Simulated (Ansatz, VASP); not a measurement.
One calculation of TlHO, two programs

```
CELL_PARAMETERS angstrom
9.73000 0.00000 0.00000
0.00000 9.00000 0.00000
0.00000 0.00000 11.74000
ATOMIC_POSITIONS crystal
Tl 0.49711 0.50000 0.38330
O 0.46249 0.50000 0.56285
H 0.53712 0.50000 0.61685
```

Alike in both runs: task single point; functional PBE; k mesh 1 × 1 × 1; occupations gaussian, width 0.01 eV; no spin polarisation.

|  | VASP | Ansatz |
| --- | --- | --- |
| version | VASP 6.6.1 | Ansatz 0.2.0 |
| potentials or method | VASP PAW PBE potentials, release 64 (Tl_d, O, H), cutoff 520 eV | scalar-relativistic, plane waves, PAW |
| valence electrons in the cell | 20 | 20 |

VASP gave:

```
gap on the k mesh at the Fermi level (eV) : 3.59
rms of the force components (eV/Å)        : 0.229
```

Question: What did Ansatz give for the same quantities?

Answer: gap on the k mesh at the Fermi level (eV): 3.60; rms of the force components (eV/Å): 0.183.

Atom by atom the forces differ by 0.060 eV/Å (rms over components).

Neither program's run includes spin-orbit coupling.
